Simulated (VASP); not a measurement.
# Rh (Fd-3m) in VASP: further runs

The runs below take Rh through single point, with PBE.

Program: VASP 6.6.1. These are calculated values, not measurements. Logs are shortened: lines on timing, memory, paths and dates and some standing lists are left out, and cuts for length are marked.

## (1) The cell of the first run

The structure is cubic, space group Fd-3m (No. 227). The conventional cell has a = 5.363 Å, b = 5.363 Å, c = 5.363 Å, α = 90.00°, β = 90.00°, γ = 90.00°. Rh (site symmetry -43m) has 4 Rh at 2.32 Å within 3.1 Å.

## (2) Single point, PBE, collinear spin, ferromagnetic start (volume scaled by 0.92)

Input file INCAR:

```
SYSTEM = Rh
PREC     = Accurate       ! precision mode
ENCUT    = 520            ! plane-wave cutoff, eV
EDIFF    = 1E-7           ! SCF threshold, eV
ISMEAR   = -1             ! smearing method
SIGMA    = 0.05           ! smearing width, eV
LREAL    = .FALSE.        ! projectors in reciprocal space
LASPH    = .TRUE.         ! aspherical terms in the spheres
NELM     = 150            ! most SCF steps
ALGO     = Normal         ! electronic algorithm
ISIF     = 2              ! what is computed and relaxed
LWAVE    = .FALSE.        ! write WAVECAR
LCHARG   = .FALSE.        ! write CHGCAR
ISPIN    = 2              ! spin polarisation
MAGMOM   = 1 1            ! initial moments
LORBIT   = 11             ! projections on sites
LMAXMIX  = 4              ! l up to which the mixer works
GGA      = PE             ! functional
NBANDS   = 26             ! bands
```

Input file KPOINTS:

```
regular mesh
0
G
  11 11 11
  0 0 0
```

Input file POSCAR:

```
Rh
1.0
    0.0000000000      2.6814347503      2.6814347503
    2.6814347503      0.0000000000      2.6814347503
    2.6814347503      2.6814347503      0.0000000000
Rh
2
Direct
    0.1250000000      0.1250000000      0.1250000000
    0.8750000000      0.8750000000      0.8750000000
```

Potentials or basis: VASP PAW PBE potentials, release 64 (Rh_pv).

On the command line:

```
cat potpaw_PBE.64/Rh_pv/POTCAR > POTCAR
mpirun -np 1 vasp_std > vasp.out
```

OUTCAR:

```text
SYSTEM = Rh
   PREC = Accurate
   ENCUT = 520
   EDIFF = 1E-7
   ISMEAR = -1
   LREAL = .FALSE.
   LASPH = .TRUE.
   NELM = 150
   ISIF = 2
   ISPIN = 2
   LORBIT = 11
   GGA = PE

 ion  position               nearest neighbor table
   1  0.125  0.125  0.125-   2 2.32   2 2.32   2 2.32   2 2.32
   2  0.875  0.875  0.875-   1 2.32   1 2.32   1 2.32   1 2.32

  LATTYP: Found a face centered cubic cell.
 ALAT       =     5.3628695006

  Lattice vectors:

 A1 = (   0.0000000000,   2.6814347503,   2.6814347503)
 A2 = (   2.6814347503,   0.0000000000,   2.6814347503)
 A3 = (   2.6814347503,   2.6814347503,   0.0000000000)

Analysis of symmetry for initial positions (statically):
=====================================================================
 Subroutine PRICEL returns:
 Original cell was already a primitive cell.

 Routine SETGRP: Setting up the symmetry group for a
 face centered cubic supercell.

 Subroutine GETGRP returns: Found 48 space group operations
 (whereof 12 operations were pure point group operations)
 out of a pool of 48 trial point group operations.

The static configuration has the point symmetry D_3d.
 The point group associated with its full space group is O_h .

Analysis of symmetry for dynamics (positions and initial velocities):
=====================================================================
 Subroutine PRICEL returns:
 Original cell was already a primitive cell.

 Routine SETGRP: Setting up the symmetry group for a
 face centered cubic supercell.

 Subroutine GETGRP returns: Found 48 space group operations
 (whereof 12 operations were pure point group operations)
 out of a pool of 48 trial point group operations.

The dynamic configuration has the point symmetry D_3d.
 The point group associated with its full space group is O_h .

Analysis of structural, dynamic, and magnetic symmetry:
=====================================================================
 Subroutine PRICEL returns:
 Original cell was already a primitive cell.

 Routine SETGRP: Setting up the symmetry group for a
 face centered cubic supercell.

 Subroutine GETGRP returns: Found 48 space group operations
 (whereof 12 operations were pure point group operations)
 out of a pool of 48 trial point group operations.

The overall configuration has the point symmetry D_3d.
 The point group associated with its full space group is O_h .

 Subroutine INISYM returns: Found 48 space group operations
 (whereof 12 operations are pure point group operations),
 and found     1 'primitive' translations

----------------------------------------------------------------------------------------

                                     Primitive cell

  volume of cell :      38.5595

  direct lattice vectors                    reciprocal lattice vectors
     0.000000000  2.681434750  2.681434750    -0.186467338  0.186467338  0.186467338
     2.681434750  0.000000000  2.681434750     0.186467338 -0.186467338  0.186467338
     2.681434750  2.681434750  0.000000000     0.186467338  0.186467338 -0.186467338

  length of vectors
     3.792121390  3.792121390  3.792121390     0.322970903  0.322970903  0.322970903

  position of ions in fractional coordinates (direct lattice)
     0.125000000  0.125000000  0.125000000
     0.875000000  0.875000000  0.875000000

  ion indices of the primitive-cell ions
   primitive index   ion index
                 1           1
                 2           2

----------------------------------------------------------------------------------------

 KPOINTS: regular mesh

Automatic generation of k-mesh.
 Grid dimensions read from file:
 generate k-points for:   11   11   11

 Generating k-lattice:

  Cartesian coordinates                     Fractional coordinates (reciprocal lattice)
    -0.016951576  0.016951576  0.016951576     0.090909091  0.000000000  0.000000000
     0.016951576 -0.016951576  0.016951576     0.000000000  0.090909091  0.000000000
     0.016951576  0.016951576 -0.016951576     0.000000000  0.000000000  0.090909091

  Length of vectors
     0.029360991  0.029360991  0.029360991

  Shift w.r.t. Gamma in fractional coordinates (k-lattice)
     0.000000000  0.000000000  0.000000000

 Subroutine IBZKPT returns following result:
 ===========================================

 Found     56 irreducible k-points:

 Following reciprocal coordinates:
            Coordinates               Weight
  0.000000  0.000000  0.000000      1.000000
  0.090909  0.000000  0.000000      8.000000
  0.181818  0.000000  0.000000      8.000000
  0.272727  0.000000  0.000000      8.000000
  0.363636  0.000000  0.000000      8.000000
  0.454545  0.000000  0.000000      8.000000
[... 16 lines left out ...]
 -0.272727  0.181818  0.000000     24.000000
 -0.181818  0.181818  0.000000     12.000000
 [... further k-points ...]
   k-points           NKPTS =     56   k-points in BZ     NKDIM =     56   number of bands    NBANDS=     26
[... 78 lines left out ...]
      2     -39.9928      1.00000
      3     -39.9928      1.00000
      4     -39.2211      1.00000
      5     -39.2211      1.00000
      6     -39.2211      1.00000
[... 18 lines left out ...]
     25      21.6220      0.00000
     26      22.9893      0.00000

 k-point     2 :       0.0909    0.0000    0.0000
  band No.  band energies     occupation
      1     -40.0000      1.00000
      2     -40.0000      1.00000
      3     -39.9911      1.00000
      4     -39.2235      1.00000
      5     -39.2136      1.00000
      6     -39.2136      1.00000
[... 18 lines left out ...]
     25      22.5254      0.00000
     26      23.1748      0.00000

 k-point     3 :       0.1818    0.0000    0.0000
  band No.  band energies     occupation
      1     -40.0185      1.00000
      2     -40.0185      1.00000
      3     -39.9866      1.00000
      4     -39.2298      1.00000
      5     -39.1943      1.00000
      6     -39.1943      1.00000
[... 572 lines left out ...]
 k-point    23 :      -0.2727    0.1818    0.0000
  band No.  band energies     occupation
      1     -40.1226      1.00000
      2     -40.0635      1.00000
      3     -39.8971      1.00000
      4     -39.3217      1.00000
      5     -39.1472      1.00000
      6     -39.0905      1.00000
[... 18 lines left out ...]
     25      24.5215      0.00000
     26      26.5827      0.00000

 k-point    24 :      -0.1818    0.1818    0.0000
  band No.  band energies     occupation
      1     -40.0920      1.00000
      2     -40.0407      1.00000
      3     -39.9322      1.00000
      4     -39.2858      1.00000
      5     -39.1711      1.00000
      6     -39.1207      1.00000
[... 18 lines left out ...]
     25      23.9400      0.00000
     26      25.5630      0.00000

 [... further k-points ...]

 spin component 2

 k-point     1 :       0.0000    0.0000    0.0000
  band No.  band energies     occupation
      1     -39.9928      1.00000
      2     -39.9928      1.00000
      3     -39.9928      1.00000
      4     -39.2211      1.00000
      5     -39.2211      1.00000
      6     -39.2211      1.00000
[... 18 lines left out ...]
     25      21.6220      0.00000
     26      22.9893      0.00000

 k-point     2 :       0.0909    0.0000    0.0000
  band No.  band energies     occupation
      1     -40.0000      1.00000
      2     -40.0000      1.00000
      3     -39.9911      1.00000
      4     -39.2235      1.00000
      5     -39.2136      1.00000
      6     -39.2136      1.00000
[... 18 lines left out ...]
     25      22.5254      0.00000
     26      23.1748      0.00000

 k-point     3 :       0.1818    0.0000    0.0000
  band No.  band energies     occupation
      1     -40.0185      1.00000
      2     -40.0185      1.00000
      3     -39.9865      1.00000
      4     -39.2298      1.00000
      5     -39.1943      1.00000
      6     -39.1943      1.00000
[... 572 lines left out ...]
 k-point    23 :      -0.2727    0.1818    0.0000
  band No.  band energies     occupation
      1     -40.1226      1.00000
      2     -40.0635      1.00000
      3     -39.8971      1.00000
      4     -39.3217      1.00000
      5     -39.1472      1.00000
      6     -39.0904      1.00000
[... 18 lines left out ...]
     25      24.5215      0.00000
     26      26.5827      0.00000

 k-point    24 :      -0.1818    0.1818    0.0000
  band No.  band energies     occupation
      1     -40.0919      1.00000
      2     -40.0406      1.00000
      3     -39.9322      1.00000
      4     -39.2858      1.00000
      5     -39.1711      1.00000
      6     -39.1207      1.00000
[... 18 lines left out ...]
     25      23.9400      0.00000
     26      25.5630      0.00000

 [... further k-points ...]
[... 5 lines left out ...]
  --------------------------------------------------------------------------------------
  -------------------------------------------------------------------------------------
  Total        3.2191396      3.2191396      3.2191396      0.0000000      0.0000000     -0.0000000
  in kB      133.7576695    133.7576695    133.7576695      0.0000000      0.0000000     -0.0000000
  external PRESSURE =     133.7576695 kB  Pullay stress =       0.0000000 kB

 VOLUME and BASIS-vectors are now :
 -----------------------------------------------------------------------------
  energy-cutoff  :      520.00
  volume of cell :       38.56
      direct lattice vectors                 reciprocal lattice vectors
     0.000000000  2.681434750  2.681434750    -0.186467338  0.186467338  0.186467338
     2.681434750  0.000000000  2.681434750     0.186467338 -0.186467338  0.186467338
     2.681434750  2.681434750  0.000000000     0.186467338  0.186467338 -0.186467338

 POSITION                                       TOTAL-FORCE (eV/Angst)
 -----------------------------------------------------------------------------------
      0.67036      0.67036      0.67036        -0.000000     -0.000000     -0.000000
      4.69251      4.69251      4.69251         0.000000      0.000000      0.000000
 -----------------------------------------------------------------------------------
    total drift:                                0.000000     -0.000000     -0.000000

  FREE ENERGIE OF THE ION-ELECTRON SYSTEM (eV)
  ---------------------------------------------------
  free  energy   TOTEN  =       -12.1834115933 eV

  energy  without entropy=      -12.1580657354  energy(sigma->0) =      -12.17073866

 total charge

# of ion       s       p       d       tot
------------------------------------------
    1        0.486   6.256   7.194  13.936
    2        0.486   6.256   7.194  13.936
--------------------------------------------------
tot          0.972  12.512  14.387  27.872

 magnetization (x)

# of ion       s       p       d       tot
------------------------------------------
    1       -0.000   0.000   0.000   0.000
    2       -0.000   0.000   0.000   0.000
--------------------------------------------------
tot         -0.000   0.000   0.000   0.000
```

It took 54 s on 1 thread of Intel Xeon Platinum 8559C (Emerald Rapids), shared host; peak memory 0.22 GiB.

What came out:

```yaml
Free_energy: -12.1834 eV
Pressure: 13.4 GPa
Band_gap_on_the_k_mesh: zero (filled and empty bands overlap)
Net_moment: 0.00 μB per cell
Valence_electrons_inside_the_program's_atomic_spheres: Rh 13.94
```

Levels at points of the mesh, in eV from the Fermi level:
Spin up:
```
           k point  band 12  band 13  band 14  band 15  band 16  band 17  band 18  band 19
(0.00, 0.00, 0.00)    -4.30    -1.60    -1.60    -1.60     0.44     0.44    12.78    13.10
```
Spin down:
| k point | band 12 | band 13 | band 14 | band 15 | band 16 | band 17 | band 18 | band 19 |
| --- | --- | --- | --- | --- | --- | --- | --- | --- |
| (0.00, 0.00, 0.00) | -4.30 | -1.60 | -1.60 | -1.60 | 0.44 | 0.44 | 12.78 | 13.10 |

Caveat: the cell differs from its parent crystal (volume scaled by 0.92).

## (3) Single point, PBE, collinear spin, ferromagnetic start (volume scaled by 0.96)

Input file INCAR:

```
SYSTEM = Rh
ALGO = Normal
EDIFF = 1E-6
ENCUT = 520
GGA = PE
ISIF = 2
ISMEAR = -1
ISPIN = 2
LASPH = .TRUE.
LCHARG = .FALSE.
LMAXMIX = 4
LORBIT = 11
LREAL = .FALSE.
LWAVE = .FALSE.
MAGMOM = 1 1
NBANDS = 26
NELM = 150
PREC = Accurate
SIGMA = 0.05
```

Input file KPOINTS:

```
k-points
0
G
  11 11 11
  0 0 0
```

Input file POSCAR:

```
Rh
1.0
    0.0000000000      2.7197461371      2.7197461371
    2.7197461371      0.0000000000      2.7197461371
    2.7197461371      2.7197461371      0.0000000000
Rh
2
Direct
    0.1250000000      0.1250000000      0.1250000000
    0.8750000000      0.8750000000      0.8750000000
```

Potentials or basis: VASP PAW PBE potentials, release 64 (Rh_pv).

On the command line:

```
cat potpaw_PBE.64/Rh_pv/POTCAR > POTCAR
mpirun -np 1 vasp_std > vasp.out
```

Wall time 62 s (1 thread of Intel Xeon Platinum 8559C (Emerald Rapids), shared host); peak memory 0.23 GiB.

It converged, with:

```
Free energy                                           : -12.2833 eV
Pressure                                              : 5.9 GPa
Band gap on the k mesh                                : zero (filled and empty bands overlap)
Net moment                                            : 0.00 μB per cell
Valence electrons inside the program's atomic spheres : Rh 13.87
```

Levels at points of the mesh, in eV from the Fermi level:
Spin up:
| k point | band 12 | band 13 | band 14 | band 15 | band 16 | band 17 | band 18 | band 19 |
| --- | --- | --- | --- | --- | --- | --- | --- | --- |
| (0.00, 0.00, 0.00) | -4.08 | -1.51 | -1.51 | -1.51 | 0.39 | 0.39 | 12.65 | 12.91 |
Spin down:
```
           k point  band 13  band 14  band 15  band 16  band 17  band 18
(0.00, 0.00, 0.00)    -1.51    -1.51    -1.51     0.39     0.39    12.65
```

Caveat: the cell differs from its parent crystal (volume scaled by 0.96).

## (4) Single point, PBE, collinear spin, ferromagnetic start

This run uses another cell than the first one, of 20.96 Å³/atom, 1.087 times its volume.

Input file INCAR:

```
SYSTEM = Rh
ALGO     = Normal         ! electronic algorithm
EDIFF    = 1E-7           ! SCF threshold, eV
ENCUT    = 520            ! plane-wave cutoff, eV
GGA      = PE             ! functional
ISIF     = 2              ! what is computed and relaxed
ISMEAR   = -1             ! smearing method
ISPIN    = 2              ! spin polarisation
LASPH    = .True.         ! aspherical terms in the spheres
LCHARG   = .False.        ! write CHGCAR
LMAXMIX  = 4              ! l up to which the mixer works
LORBIT   = 11             ! projections on sites
LREAL    = .False.        ! projectors in reciprocal space
LWAVE    = .False.        ! write WAVECAR
MAGMOM   = 1 1            ! initial moments
NBANDS   = 26             ! bands
NELM     = 150            ! most SCF steps
PREC     = Accurate       ! precision mode
SIGMA    = 0.05           ! smearing width, eV
```

Input file KPOINTS:

```
k-points
0
Gamma
  11 11 11
  0 0 0
```

Input file POSCAR:

```
Rh
1.0
    0.0000000000      2.7570075637      2.7570075637
    2.7570075637      0.0000000000      2.7570075637
    2.7570075637      2.7570075637      0.0000000000
Rh
2
Direct
    0.1250000000      0.1250000000      0.1250000000
    0.8750000000      0.8750000000      0.8750000000
```

On the command line:

```
cat potpaw_PBE.64/Rh_pv/POTCAR > POTCAR
mpirun -np 1 vasp_std > vasp.out
```

Run time: 64 s. Hardware: 1 thread of Intel Xeon Platinum 8559C (Emerald Rapids), shared host; peak memory 0.23 GiB.

It converged, with:

```
Free energy                                           : -12.3133 eV
Pressure                                              : 0.0 GPa
Band gap on the k mesh                                : zero (filled and empty bands overlap)
Net moment                                            : 0.00 μB per cell
Valence electrons inside the program's atomic spheres : Rh 13.81
```

Levels at points of the mesh, in eV from the Fermi level:
Spin up:
| k point | band 13 | band 14 | band 15 | band 16 | band 17 | band 18 |
| --- | --- | --- | --- | --- | --- | --- |
| (0.00, 0.00, 0.00) | -1.43 | -1.43 | -1.43 | 0.35 | 0.35 | 12.51 |
Spin down:
```csv
k point,band 13,band 14,band 15,band 16,band 17,band 18
"(0.00, 0.00, 0.00)",-1.43,-1.43,-1.43,0.35,0.35,12.51
```

## (5) Single point, PBE, collinear spin, ferromagnetic start (volume scaled by 1.04)

Input file INCAR:

```
SYSTEM = Rh
ALGO = Normal ; EDIFF = 1E-6
ENCUT = 520 ; GGA = PE
ISIF = 2 ; ISMEAR = -1
ISPIN = 2 ; LASPH = .TRUE.
LCHARG = .FALSE. ; LMAXMIX = 4
LORBIT = 11 ; LREAL = .FALSE.
LWAVE = .FALSE. ; MAGMOM = 1 1
NBANDS = 26 ; NELM = 150
PREC = Accurate ; SIGMA = 0.05
```

Input file KPOINTS:

```
k-points
0
G
  11 11 11
  0 0 0
```

Input file POSCAR:

```
Rh
1.0
    0.0000000000      2.7932881396      2.7932881396
    2.7932881396      0.0000000000      2.7932881396
    2.7932881396      2.7932881396      0.0000000000
Rh
2
Direct
    0.1250000000      0.1250000000      0.1250000000
    0.8750000000      0.8750000000      0.8750000000
```

On the command line:

```
cat potpaw_PBE.64/Rh_pv/POTCAR > POTCAR
mpirun -np 1 vasp_std > vasp.out
```

Wall time 65 s (1 thread of Intel Xeon Platinum 8559C (Emerald Rapids), shared host); peak memory 0.23 GiB.

It converged, with:

| Property | Result |
| --- | --- |
| Free energy | -12.2886 eV |
| Pressure | -4.6 GPa |
| Band gap on the k mesh | zero (filled and empty bands overlap) |
| Net moment | 0.00 μB per cell |
| Valence electrons inside the program's atomic spheres | Rh 13.75 |

Levels at points of the mesh, in eV from the Fermi level:
Spin up:
| k point | band 12 | band 13 | band 14 | band 15 | band 16 | band 17 | band 18 | band 19 |
| --- | --- | --- | --- | --- | --- | --- | --- | --- |
| (0.00, 0.00, 0.00) | -3.70 | -1.35 | -1.35 | -1.35 | 0.31 | 0.31 | 12.37 | 12.46 |
Spin down:
```
           k point  band 12  band 13  band 14  band 15  band 16  band 17  band 18  band 19
(0.00, 0.00, 0.00)    -3.70    -1.35    -1.35    -1.35     0.31     0.31    12.37    12.46
```

Caveat: the cell differs from its parent crystal (volume scaled by 1.04).

## (6) Overview

```csv
cell,gap on the mesh (eV),pressure (GPa),moment (μB)
"a = 3.792 Å, angles 60.0°, 2 atoms",none,13.4,0.00
"a = 3.846 Å, angles 60.0°, 2 atoms",none,5.9,0.00
"a = 3.899 Å, angles 60.0°, 2 atoms",none,0.0,0.00
"a = 3.950 Å, angles 60.0°, 2 atoms",none,-4.6,0.00
```

Alike in all rows: task single point; level PBE; potentials or basis VASP PAW PBE potentials, release 64 (Rh_pv); spin collinear, ferromagnetic start; k mesh 11 × 11 × 11; cutoff (eV) 520; smearing fermi-dirac 0.05 eV.

Absolute energies hang on the potentials; compare differences alone.
